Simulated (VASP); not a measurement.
# K2S (Fm-3m) in VASP: notebook

K2S is run at these levels: PBE; tasks: single point.

Program: VASP 6.6.1. These are calculated values, not measurements. Logs are shortened: lines on timing, memory, paths and dates and some standing lists are left out, and cuts for length are marked.

### 1 The cell of the first run

The structure is cubic, space group Fm-3m (No. 225). The conventional cell has a = 7.406 Å, b = 7.406 Å, c = 7.406 Å, α = 90.00°, β = 90.00°, γ = 90.00°. S (site symmetry m-3m) has 8 K at 3.21 Å within 4.2 Å. Within 4.2 Å of K (site symmetry -43m) lie 4 S at 3.21 Å and 6 K at 3.70 Å.

### 2 Single point, PBE

INCAR

```
PREC = Accurate
ENCUT = 500
EDIFF = 1E-6
ISMEAR = 0
SIGMA = 0.01
LREAL = False
LASPH = True
NELM = 120
ALGO = Normal
ISIF = 2
LWAVE = False
LCHARG = False
GGA = PE
NBANDS = 19
GGA_COMPAT = False
```

KPOINTS

```
regular mesh
0
Gamma
  4 4 4
```

POSCAR

```
K2S
1.0
    0.0000000000      3.7027568516      3.7027568516
    3.7027568516      0.0000000000      3.7027568516
    3.7027568516      3.7027568516      0.0000000000
S K
1 2
Direct
    0.0000000000      0.0000000000      0.0000000000
    0.2500000000      0.2500000000      0.2500000000
    0.7500000000      0.7500000000      0.7500000000
```

Potentials or basis: VASP PAW PBE potentials, release 64 (S, K_sv).

Run with:

```
> cat potpaw_PBE.64/S/POTCAR potpaw_PBE.64/K_sv/POTCAR > POTCAR
> mpirun -np 1 vasp_std > vasp.out
```

OUTCAR:

```text
PREC = Accurate
   ENCUT = 500
   EDIFF = 1E-6
   ISMEAR = 0
   LREAL = False
   LASPH = True
   NELM = 120
   ISIF = 2
   GGA = PE

 ion  position               nearest neighbor table
   1  0.000  0.000  0.000-   3 3.21   3 3.21   3 3.21   2 3.21   3 3.21   2 3.21   2 3.21   2 3.21

   2  0.250  0.250  0.250-   1 3.21   1 3.21   1 3.21   1 3.21   3 3.70   3 3.70   3 3.70   3 3.70
                             3 3.70   3 3.70
   3  0.750  0.750  0.750-   1 3.21   1 3.21   1 3.21   1 3.21   2 3.70   2 3.70   2 3.70   2 3.70
                             2 3.70   2 3.70

  LATTYP: Found a face centered cubic cell.
 ALAT       =     7.4055137032

  Lattice vectors:

 A1 = (   0.0000000000,   3.7027568516,   3.7027568516)
 A2 = (   3.7027568516,   0.0000000000,   3.7027568516)
 A3 = (   3.7027568516,   3.7027568516,   0.0000000000)

Analysis of symmetry for initial positions (statically):
=====================================================================
 Subroutine PRICEL returns:
 Original cell was already a primitive cell.

 Routine SETGRP: Setting up the symmetry group for a
 face centered cubic supercell.

 Subroutine GETGRP returns: Found 48 space group operations
 (whereof 48 operations were pure point group operations)
 out of a pool of 48 trial point group operations.

The static configuration has the point symmetry O_h .

Analysis of symmetry for dynamics (positions and initial velocities):
=====================================================================
 Subroutine PRICEL returns:
 Original cell was already a primitive cell.

 Routine SETGRP: Setting up the symmetry group for a
 face centered cubic supercell.

 Subroutine GETGRP returns: Found 48 space group operations
 (whereof 48 operations were pure point group operations)
 out of a pool of 48 trial point group operations.

The dynamic configuration has the point symmetry O_h .

 Subroutine INISYM returns: Found 48 space group operations
 (whereof 48 operations are pure point group operations),
 and found     1 'primitive' translations

----------------------------------------------------------------------------------------

                                     Primitive cell

  volume of cell :     101.5326

  direct lattice vectors                    reciprocal lattice vectors
     0.000000000  3.702756852  3.702756852    -0.135034522  0.135034522  0.135034522
     3.702756852  0.000000000  3.702756852     0.135034522 -0.135034522  0.135034522
     3.702756852  3.702756852  0.000000000     0.135034522  0.135034522 -0.135034522

  length of vectors
     5.236488958  5.236488958  5.236488958     0.233886652  0.233886652  0.233886652

  position of ions in fractional coordinates (direct lattice)
     0.000000000  0.000000000  0.000000000
     0.250000000  0.250000000  0.250000000
     0.750000000  0.750000000  0.750000000

  ion indices of the primitive-cell ions
   primitive index   ion index
                 1           1
                 2           2
                 3           3

----------------------------------------------------------------------------------------

 KPOINTS: regular mesh

Automatic generation of k-mesh.
 Grid dimensions read from file:
 generate k-points for:    4    4    4

 Generating k-lattice:

  Cartesian coordinates                     Fractional coordinates (reciprocal lattice)
    -0.033758630  0.033758630  0.033758630     0.250000000  0.000000000  0.000000000
     0.033758630 -0.033758630  0.033758630     0.000000000  0.250000000  0.000000000
     0.033758630  0.033758630 -0.033758630     0.000000000  0.000000000  0.250000000

  Length of vectors
     0.058471663  0.058471663  0.058471663

  Shift w.r.t. Gamma in fractional coordinates (k-lattice)
     0.000000000  0.000000000  0.000000000

 Subroutine IBZKPT returns following result:
 ===========================================

 Found      8 irreducible k-points:

 Following reciprocal coordinates:
            Coordinates               Weight
  0.000000  0.000000  0.000000      1.000000
  0.250000  0.000000  0.000000      8.000000
  0.500000  0.000000  0.000000      4.000000
  0.250000  0.250000  0.000000      6.000000
  0.500000  0.250000  0.000000     24.000000
 -0.250000  0.250000  0.000000     12.000000
  0.500000  0.500000  0.000000      3.000000
 -0.250000  0.500000  0.250000      6.000000
   k-points           NKPTS =      8   k-points in BZ     NKDIM =      8   number of bands    NBANDS=     19
   number of dos      NEDOS =    301   number of ions     NIONS =      3
   total plane-waves  NPLWV =  64000
   dimension x,y,z NGX =    40 NGY =   40 NGZ =   40
   dimension x,y,z NGXF=    80 NGYF=   80 NGZF=   80
   ions per type =               1   2
   NGX,Y,Z   is equivalent  to a cutoff of  12.70, 12.70, 12.70 a.u.
   NGXF,Y,Z  is equivalent  to a cutoff of  25.40, 25.40, 25.40 a.u.
 SYSTEM =  unknown system
   PREC   = accura    normal or accurate (medium, high low for compatibility)
   ISTART =      0    job   : 0-new  1-cont  2-samecut
   ICHARG =      2    charge: 1-file 2-atom 10-const
   ISPIN  =      1    spin polarized calculation?
   LNONCOLLINEAR =      F non collinear calculations
   LSORBIT =      F    spin-orbit coupling
   LASPH  =      T    aspherical Exc in radial PAW
   ENCUT  =  500.0 eV  36.75 Ry    6.06 a.u.   9.55  9.55  9.55*2*pi/ulx,y,z
   NELM   =    120;   NELMIN=  2; NELMDL= -5     # of ELM steps
   EDIFF  = 0.1E-05   stopping-criterion for ELM
   LREAL  =      F    real-space projection
   EDIFFG = 0.1E-04   stopping-criterion for IOM
   NSW    =      0    number of steps for IOM
   IBRION =     -1    ionic relax: 0-MD 1-quasi-New 2-CG
   NFREE  =      0    steps in history (QN), initial steepest desc. (CG)
   ISIF   =      2    stress and relaxation
   ISYM   =      2    0-nonsym 1-usesym 2-fastsym
   POTIM  = 0.5000    time-step for ionic-motion
   TEBEG  =    0.0;   TEEND  =   0.0 temperature during run
   PSTRESS=    0.0 pullay stress
   NELECT =      24.0000    total number of electrons
   NUPDOWN=      -1.0000    fix difference up-down
   EMIN   =  10.00;   EMAX   =-10.00  energy-range for DOS
   EFERMI =   0.00;   METHOD = LEGACY
   ISMEAR =     0;   SIGMA  =   0.01  broadening in eV -4-tet -1-fermi 0-gaus
   EFERMI_NEDOS =   21; number of points for ismear=-14 and -15
   IALGO  =     38    algorithm
   IMIX   =      4    mixing-type and parameters
     AMIX     =   0.40;   BMIX     =  1.00
     AMIX_MAG =   1.60;   BMIX_MAG =  1.00
  volume/ion in A,a.u.               =      33.84       228.39
  Fermi-wavevector in a.u.,A,eV,Ry     =   1.012224  1.912826 13.940500  1.024598
  Thomas-Fermi vector in A             =   2.145321
   LORBIT       =      0    0 simple, 1 ext, 2 COOP (PROOUT), +10 PAW based schemes
   GGA     = PE    functional components
   LHFCALC =     F    Hartree Fock is set to
   AEXX    =    0.0000 exact exchange contribution
   IVDW    =     0    specifies the selected vdW correction
   LEPSILON=     F    determine dielectric tensor
   LRPA    =     F    only Hartree local field effects (RPA)
 non-spin polarized calculation
 Gauss-broadening in eV      SIGMA  =   0.01
  energy-cutoff  :      500.00
  volume of cell :      101.53
 maximum number of plane-waves:      2637
 NGX is ok and might be reduce to    40
   NGX = 19   NGY = 19   NGZ = 19

 number of electron      23.9999996 magnetization

 Free energy of the ion-electron system (eV)
  ---------------------------------------------------
  ext. energy  EPLUGINS =         0.00000000
  ---------------------------------------------------
  free energy    TOTEN  =        -9.41636136 eV

  energy without entropy =       -9.41636136  energy(sigma->0) =       -9.41636136

 E-fermi :  -0.2370     XC(G=0):  -7.3361

 val. band max:       -0.3477763810   @ k =   0.5000   0.5000   0.0000
 cond. band min:       2.0314342393   @ k =   0.0000   0.0000   0.0000
 fundamental gap:      2.3792106203
 Fermi energy:        -0.2370318054

 k-point     1 :       0.0000    0.0000    0.0000
  band No.  band energies     occupation
      1     -29.5685      2.00000
      2     -29.4863      2.00000
      3     -13.1623      2.00000
      4     -13.1623      2.00000
      5     -13.1623      2.00000
      6     -12.9251      2.00000
[... 11 lines left out ...]
     18       7.1236      0.00000
     19       8.0560      0.00000

 k-point     2 :       0.2500    0.0000    0.0000
  band No.  band energies     occupation
      1     -29.5560      2.00000
      2     -29.4979      2.00000
      3     -13.1515      2.00000
      4     -13.1317      2.00000
      5     -13.1317      2.00000
      6     -13.0069      2.00000
[... 11 lines left out ...]
     18       7.3394      0.00000
     19       7.3394      0.00000

 k-point     3 :       0.5000    0.0000    0.0000
  band No.  band energies     occupation
      1     -29.5265      2.00000
      2     -29.5264      2.00000
      3     -13.1523      2.00000
      4     -13.0711      2.00000
      5     -13.0566      2.00000
      6     -13.0566      2.00000
[... 11 lines left out ...]
     18       7.2547      0.00000
     19       7.3979      0.00000

 k-point     4 :       0.2500    0.2500    0.0000
  band No.  band energies     occupation
      1     -29.5541      2.00000
      2     -29.4994      2.00000
      3     -13.1932      2.00000
      4     -13.1932      2.00000
      5     -13.1552      2.00000
      6     -13.0124      2.00000
[... 11 lines left out ...]
     18       7.0782      0.00000
     19       7.2944      0.00000

 k-point     5 :       0.5000    0.2500    0.0000
  band No.  band energies     occupation
      1     -29.5359      2.00000
      2     -29.5166      2.00000
      3     -13.2851      2.00000
      4     -13.1846      2.00000
      5     -13.1725      2.00000
      6     -12.9467      2.00000
[... 11 lines left out ...]
     18       7.0405      0.00000
     19       7.7244      0.00000

 k-point     6 :      -0.2500    0.2500    0.0000
  band No.  band energies     occupation
      1     -29.5401      2.00000
      2     -29.5127      2.00000
      3     -13.2562      2.00000
      4     -13.1268      2.00000
      5     -13.0762      2.00000
      6     -13.0449      2.00000
[... 11 lines left out ...]
     18       6.8737      0.00000
     19       7.6839      0.00000

 k-point     7 :       0.5000    0.5000    0.0000
  band No.  band energies     occupation
      1     -29.5396      2.00000
      2     -29.5124      2.00000
      3     -13.3647      2.00000
      4     -13.2236      2.00000
      5     -13.2236      2.00000
      6     -12.8883      2.00000
[... 11 lines left out ...]
     18       7.2485      0.00000
     19       7.4112      0.00000

 k-point     8 :      -0.2500    0.5000    0.2500
  band No.  band energies     occupation
      1     -29.5260      2.00000
      2     -29.5260      2.00000
      3     -13.3394      2.00000
      4     -13.2505      2.00000
      5     -13.0594      2.00000
      6     -13.0594      2.00000
[... 11 lines left out ...]
     18       6.9450      0.00000
     19       7.4887      0.00000

------------------------ aborting loop because EDIFF is reached ----------------------------------------

  FORCE on cell =-STRESS in cart. coord.  units (eV):
  Direction    XX          YY          ZZ          XY          YZ          ZX
  --------------------------------------------------------------------------------------
  -------------------------------------------------------------------------------------
  Total        0.3028182      0.3028182      0.3028182      0.0000000     -0.0000000      0.0000000
  in kB        4.7784500      4.7784500      4.7784500      0.0000000     -0.0000000      0.0000000
  external PRESSURE =       4.7784500 kB  Pullay stress =       0.0000000 kB

 VOLUME and BASIS-vectors are now :
 -----------------------------------------------------------------------------
  energy-cutoff  :      500.00
  volume of cell :      101.53
      direct lattice vectors                 reciprocal lattice vectors
     0.000000000  3.702756852  3.702756852    -0.135034522  0.135034522  0.135034522
     3.702756852  0.000000000  3.702756852     0.135034522 -0.135034522  0.135034522
     3.702756852  3.702756852  0.000000000     0.135034522  0.135034522 -0.135034522

 POSITION                                       TOTAL-FORCE (eV/Angst)
 -----------------------------------------------------------------------------------
      0.00000      0.00000      0.00000         0.000000      0.000000      0.000000
      1.85138      1.85138      1.85138        -0.000000     -0.000000     -0.000000
      5.55414      5.55414      5.55414        -0.000000      0.000000      0.000000
 -----------------------------------------------------------------------------------
    total drift:                               -0.000000     -0.000000      0.000000

  FREE ENERGIE OF THE ION-ELECTRON SYSTEM (eV)
  ---------------------------------------------------
  free  energy   TOTEN  =        -9.4163613599 eV

  energy  without entropy=       -9.4163613599  energy(sigma->0) =       -9.41636136
```

It used 32 s of CPU time on 1 thread of AMD EPYC 7R13 Processor (Zen 3), with other jobs on the host.

Results:

```
Free energy            : -9.4164 eV
Pressure               : 0.5 GPa
Band gap on the k mesh : 2.38 eV, indirect (least direct gap 2.57 eV)
```

A k mesh can miss the band edges.

### 3 Single point, PBE

INCAR

```
SYSTEM = K2S
ALGO = Normal ; EDIFF = 1E-6
ENCUT = 500 ; GGA = PE
GGA_COMPAT = .FALSE. ; ISIF = 2
ISMEAR = 0 ; LASPH = .TRUE.
LCHARG = .FALSE. ; LREAL = .FALSE.
LWAVE = .FALSE. ; NBANDS = 19
NELM = 120 ; PREC = Accurate
SIGMA = 0.01
```

KPOINTS

```
k-points
0
G
  4 4 4
  0 0 0
```

POSCAR is that of step 2.

Potentials or basis: VASP PAW PBE potentials, release 64 (S, K_sv).

Run with:

```
> cat potpaw_PBE.64/S/POTCAR potpaw_PBE.64/K_sv/POTCAR > POTCAR
> mpirun -np 1 vasp_std > vasp.out
```

It used 43 s of CPU time on 1 thread of AMD EPYC 7R13 Processor (Zen 3) (shared host).

The run converged. Its results:

```
Free energy            : -9.4164 eV
Pressure               : 0.5 GPa
Band gap on the k mesh : 2.38 eV, indirect (least direct gap 2.57 eV)
```

Levels at points of the mesh, in eV from the valence-band top:
```
           k point  band 9  band 10  band 11  band 12  band 13  band 14  band 15  band 16
(0.00, 0.00, 0.00)   -9.61    -0.19    -0.19    -0.19     2.38     5.46     5.46     7.47
(0.50, 0.00, 0.00)   -9.42    -0.62    -0.07    -0.07     4.72     5.02     5.82     5.82
(0.50, 0.50, 0.00)   -9.37    -0.74     0.00     0.00     3.51     5.29     6.59     6.62
```
